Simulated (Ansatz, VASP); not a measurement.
## One calculation of V, two programs

```
V
1.0
    -2.25800    2.25800    1.26277
     2.25800   -2.25800    1.26277
     2.25800    2.25800   -1.26277
V
2
Direct
  0.62500 0.87500 0.75000
  0.37500 0.12500 0.25000
```

Change from the starting cell: volume scaled by 0.92, LAPW.

Alike in both runs: task single point; functional PBE; k mesh 17 × 17 × 17; occupations fermi-dirac, width 0.05 eV; no spin polarisation.

|  | VASP | Ansatz |
| --- | --- | --- |
| version | VASP 6.6.1 | Ansatz 0.2.0 |
| potentials or method | VASP PAW PBE potentials, release 64 (V_sv), cutoff 520 eV | all-electron LAPW, scalar-relativistic |

VASP gave:

* pressure (GPa): 15.6
* traceless stress, the component that is largest in VASP (GPa): -0.21

Question: Estimate Ansatz's values.

Answer: Pressure (GPa): 15.1; traceless stress, the component that is largest in VASP (GPa): 0.00.

Ansatz ran all-electron here, and VASP with PAW potentials.
